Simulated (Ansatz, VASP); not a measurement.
## One calculation of Mg, two programs

File INCAR:

```
SYSTEM = Mg
PREC     = Accurate       ! precision mode
ENCUT    = 600            ! plane-wave cutoff, eV
EDIFF    = 1E-6           ! SCF threshold, eV
ISMEAR   = -1             ! smearing method
SIGMA    = 0.05           ! smearing width, eV
LREAL    = .FALSE.        ! projectors in reciprocal space
LASPH    = .TRUE.         ! aspherical terms in the spheres
NELM     = 100            ! most SCF steps
ALGO     = Normal         ! electronic algorithm
ISIF     = 3              ! what is computed and relaxed
LWAVE    = .FALSE.        ! write WAVECAR
LCHARG   = .FALSE.        ! write CHGCAR
GGA      = B5             ! functional
ALDAX    = 1.0          
AGGAX    = 1.0          
AGGAC    = 1.0          
ALDAC    = 0.0          
IVDW     = 12             ! dispersion correction
VDW_S6   = 1.0          
VDW_S8   = 2.6996       
VDW_A1   = 0.4298       
VDW_A2   = 4.2359       
IBRION   = 2              ! ionic algorithm
NSW      = 60             ! ionic steps
EDIFFG   = -0.01          ! ionic threshold
```

File KPOINTS:

```
Automatic mesh
0
G
  10 10 3
  0 0 0
```

POSCAR

```
Mg
1.0
    3.1768261656      0.0000000000      0.0000000000
   -1.5884130828      2.7512121628      0.0000000000
    0.0000000000      0.0000000000     10.3188620100
Mg
4
Direct
    0.6666666667      0.3333333333      0.7500000000
    0.0000000000      0.0000000000      0.5000000000
    0.3333333333      0.6666666667      0.2500000000
    0.0000000000      0.0000000000      0.0000000000
```

The input input.yaml:

```yaml
crystal:
  lattice:
    - [3.1768261656, 0.0, 0.0]
    - [-1.5884130828, 2.7512121628, 0.0]
    - [0.0, 0.0, 10.31886201]
  atoms:
    - { symbol: Mg, position: [0.6666666667, 0.3333333333, 0.75] }
    - { symbol: Mg, position: [0.0, 0.0, 0.5] }
    - { symbol: Mg, position: [0.3333333333, 0.6666666667, 0.25] }
    - { symbol: Mg, position: [0.0, 0.0, 0.0] }
hamiltonian:
  xc: blyp
  pseudopotentials: { kind: paw }
  dispersion: d3bj
kpoints:
  mp_grid: { grid: [10, 10, 3] }
scf:
  occupations: { method: fermi_dirac, width: 0.05 }
output:
  forces: true
  stress: true
relax:
  f_tol: 0.01
  max_steps: 40
  cell: { stress_tol: 0.05 }
```

Alike in both runs: task relaxation of cell and atoms; functional BLYP; dispersion D3(BJ); k mesh 10 × 10 × 3; occupations fermi-dirac, width 0.05 eV; no spin polarisation.

```csv
,VASP,Ansatz
version,VASP 6.6.1,Ansatz 0.2.0
potentials or method,"VASP PAW PBE potentials, release 64 (Mg)",Ansatz PAW
plane-wave cutoff (eV),600,420
valence electrons in the cell,8,40
```

VASP gave:

| Property | Result |
| --- | --- |
| relaxed volume (Å³/atom) | 20.62 |
| relaxed cell length with the largest relative difference (Å) | 10.122 |

Task: Which values does Ansatz return?

Result: Relaxed volume (Å³/atom): 20.65; relaxed cell length with the largest relative difference (Å): 10.127.

VASP's potentials were made for PBE, not for BLYP. VASP's potentials hold 8 valence electrons a cell and Ansatz's 40, so a difference there can come from the potentials and not from the codes.

Noted on Ansatz's run: the plane-wave basis is chosen anew once the cell has moved, so the energies of steps on either side of that aren't comparable.
